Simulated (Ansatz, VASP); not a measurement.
## One calculation of HfO2, two programs

```
Hf O
1.0
     3.42409    0.00000    0.00000
     0.00000    3.42409    0.00000
     0.00000    0.00000    5.26397
Hf O
2 4
Direct
  0.50000 0.50000 0.50000
  0.00000 0.00000 0.00000
  0.00000 0.50000 0.69325
  0.50000 0.00000 0.80675
  0.50000 0.00000 0.30675
  0.00000 0.50000 0.19325
```

Change from the starting cell: strain -0.050 along x and y, +0.000 along z, atoms carried along.

Alike in both runs: task single point; functional PBE; k mesh 6 × 6 × 4; occupations gaussian, width 0.05 eV; no spin polarisation.

```csv
,VASP,Ansatz
version,VASP 6.6.1,Ansatz 0.2.0
potentials or method,"VASP PAW PBE potentials, release 64 (Hf_pv, O), cutoff 520 eV","scalar-relativistic, plane waves, PAW"
valence electrons in the cell,44,76
```

```tsv
	VASP	Ansatz	Ansatz less VASP
gap on the k mesh at the Fermi level (eV)	4.96	4.95	-0.006
least direct gap on the mesh (eV)	5.01	5.01	0.000
pressure (GPa)	28.0	31.7	+3.74
traceless stress, the component that is largest in VASP (GPa)	-15.13	-14.84	+0.293
rms of the force components (eV/Å)	0.218	0.236	+0.0171
```

Atom by atom the forces differ by 0.017 eV/Å (rms over components). VASP's potentials hold 44 valence electrons a cell and Ansatz's 76, so a difference there can come from the potentials and not from the codes.

Neither program's run includes spin-orbit coupling.
